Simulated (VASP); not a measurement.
# Cr: relaxation of cell and atoms with LDA

The system is Cr.

```
Cr
1.0
     2.00554    0.00000    0.00000
     0.00000    2.00554    0.00000
     0.00000    0.00000    2.00554
Cr
1
Cartesian
  0.0000 0.0000 0.0000
```

This isn't the form of Cr at room conditions, which is bcc.

```
Program                : VASP 6.6.1
Task                   : relaxation of cell and atoms
Functional             : LDA
Potentials or basis    : VASP PAW LDA potentials, release 64 (Cr_pv)
Cutoff                 : 600 eV
k mesh                 : 19 × 19 × 19
Occupations            : fermi-dirac, width 0.1 eV
Spin                   : collinear spin, ferromagnetic start
Starting moments       : [2.0] μB
Target pressure        : 190 GPa
Dipole correction      : no
Further INCAR settings : ALGO = Normal; EDIFF = 1e-06; IBRION = 2; EDIFFG = -0.005; NSW = 32; ISIF = 3
```

- Relaxed volume: 8.17 Å³/atom
- Relaxed cell: a = 2.014 Å, b = 2.014 Å, c = 2.014 Å, α = 90.00°, β = 90.00°, γ = 90.00°
- Space group after relaxing (to 0.1 Å): Pm-3m (No. 221)
- Energy change on relaxing (the run minimises the enthalpy): -128.0 meV/atom
- Ionic steps: 4
- Pressure after relaxing: 190.1 GPa
- Band gap on the k mesh: zero (filled and empty bands overlap)
- Net moment: 0.00 μB per cell

The path:
```tsv
step	energy change (eV)	largest force (eV/Å)	pressure (GPa)	volume (Å³)
1	0.0000	0.0000	201.75	8.07
2	-0.7298	0.0000	131.40	8.78
3	-0.1305	0.0000	189.85	8.17
4	-0.1280	0.0000	190.08	8.17
```

Final structure:
```
CELL_PARAMETERS angstrom
2.01417 0.00000 0.00000
0.00000 2.01417 0.00000
0.00000 0.00000 2.01417
ATOMIC_POSITIONS crystal
Cr 0.00000 0.00000 0.00000
```

Levels at points of the mesh, in eV from the Fermi level:
Spin up:
```csv
k point,band 2,band 3,band 4,band 5,band 6,band 7,band 8,band 9,band 10,band 11
"(0.00, 0.00, 0.00)",-41.40,-41.40,-8.49,-5.69,-5.69,4.33,4.33,4.33,6.16,26.02
```
Spin down:
| k point | band 4 | band 5 | band 6 | band 7 | band 8 | band 9 |
| --- | --- | --- | --- | --- | --- | --- |
| (0.00, 0.00, 0.00) | -8.49 | -5.69 | -5.69 | 4.33 | 4.33 | 4.33 |

It took 27 s on 1 thread of Intel(R) Xeon(R) Platinum 8488C (Sapphire Rapids), with other jobs on the host, peak memory 0.15 GiB.

Caveat: the cell is relaxed towards a set pressure, so the run minimises the enthalpy, not the energy; the moments typed at the start vanished in this run.
